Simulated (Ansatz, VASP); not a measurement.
# One calculation of Ta4O, two programs

The input INCAR:

```
SYSTEM = Ta4O
  PREC = Accurate
  ENCUT = 520
  EDIFF = 1E-6
  ISMEAR = 0
  SIGMA = 0.15
  LREAL = .FALSE.
  LASPH = .TRUE.
  NELM = 60
  ALGO = Normal
  ISIF = 2
  LWAVE = .FALSE.
  LCHARG = .FALSE.
  GGA = PE
  NBANDS = 33
```

File KPOINTS:

```
regular mesh
0
G
  14 14 8
  0 0 0
```

The input POSCAR:

```
Ta4O
1.0
    3.2547070449      0.0000000000      0.0000000000
    0.0000000000      3.2547070449      0.0000000000
    0.0000000000      0.0000000000      7.2844558771
Ta O
4 1
Direct
    0.0000000000      0.0000000000      0.5000000000
    0.5000000000      0.5000000000      0.7829127273
    0.5000000000      0.5000000000      0.2170872727
    0.0000000000      0.0000000000      0.0000000000
    0.5000000000      0.5000000000      0.5000000000
```

Input for Ansatz:

```yaml
crystal:
  lattice:
    - [3.2547070449, 0.0, 0.0]
    - [0.0, 3.2547070449, 0.0]
    - [0.0, 0.0, 7.2844558771]
  atoms:
    - { symbol: Ta, position: [0.0, 0.0, 0.5] }
    - { symbol: Ta, position: [0.5, 0.5, 0.7829127273] }
    - { symbol: Ta, position: [0.5, 0.5, 0.2170872727] }
    - { symbol: Ta, position: [0.0, 0.0, 0.0] }
    - { symbol: O, position: [0.5, 0.5, 0.5] }
basis:
  ecutwfc: 420
kpoints:
  mp_grid: { grid: [14, 14, 8] }
hamiltonian:
  xc: pbe
scf:
  occupations: { method: gaussian, width: 0.15 }
output:
  forces: true
  stress: true
  eigenvalues: true
  write_density: true
  write_potential: true
  elf: true
  volumetric_format: npy
```

Change from the starting cell: strain +0.000 along x and y, -0.015 along z, atoms carried along.

Alike in both runs: task single point; functional PBE; k mesh 14 × 14 × 8; occupations gaussian, width 0.15 eV; no spin polarisation.

```csv
,VASP,Ansatz
version,VASP 6.6.1,Ansatz 0.2.0
potentials or method,"VASP PAW PBE potentials, release 64 (Ta_pv, O), cutoff 520 eV","scalar-relativistic, plane waves, PAW"
valence electrons in the cell,50,58
```

```tsv
	VASP	Ansatz	Ansatz less VASP
gap on the k mesh at the Fermi level (eV)	none	none	-
pressure (GPa)	4.3	4.1	-0.29
traceless stress, the component that is largest in VASP (GPa)	3.10	2.95	-0.152
rms of the force components (eV/Å)	0.089	0.074	-0.0146
```

Atom by atom the forces differ by 0.015 eV/Å (rms over components). A gap of «none» marks a metal or a gap that the smearing closes. With one functional, cell and mesh, what is left measures potentials, basis and numerics. VASP's potentials hold 50 valence electrons a cell and Ansatz's 58, so a difference there can come from the potentials and not from the codes.

Spin-orbit coupling is off throughout.
